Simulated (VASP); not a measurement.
# Li: single point with PBEsol

Crystal: Li.

```
Li
1.0
     0.00000    2.16897    2.16897
     2.16897    0.00000    2.16897
     2.16897    2.16897    0.00000
Li
1
Direct
  0.00000 0.00000 0.00000
```

This cell differs from its parent crystal: strain -0.015 along x and y, -0.015 along z.

```yaml
Program: VASP 6.6.1
Task: single point
Functional: PBEsol
Potentials_or_basis: VASP PAW PBE potentials, release 64 (Li_sv)
Cutoff: 520 eV
k_mesh: 18 × 18 × 18
Occupations: gaussian, width 0.15 eV
Spin: no spin polarisation
Dipole_correction: no
Further_INCAR_settings: ALGO = Normal; EDIFF = 1e-06; NBANDS = 8
```

* Band gap on the k mesh: zero (an odd number of electrons rules out a gap without spin polarisation)

Levels at points of the mesh, in eV from the Fermi level:
| k point | band 1 | band 2 | band 3 | band 4 | band 5 | band 6 |
| --- | --- | --- | --- | --- | --- | --- |
| (0.00, 0.00, 0.00) | -45.93 | -3.55 | 14.30 | 14.30 | 14.30 | 18.13 |
| (0.50, 0.00, 0.00) | -45.91 | -0.02 | 2.90 | 12.58 | 12.58 | 16.49 |
| (0.50, 0.50, 0.00) | -45.91 | 1.52 | 4.68 | 8.40 | 8.40 | 10.57 |

Wall time 8.8 s on 1 thread of Intel(R) Xeon(R) 6975P-C (Granite Rapids) (shared host), peak memory 0.14 GiB.

Caveat: the cell differs from its parent crystal (strain -0.015 along x and y, -0.015 along z).
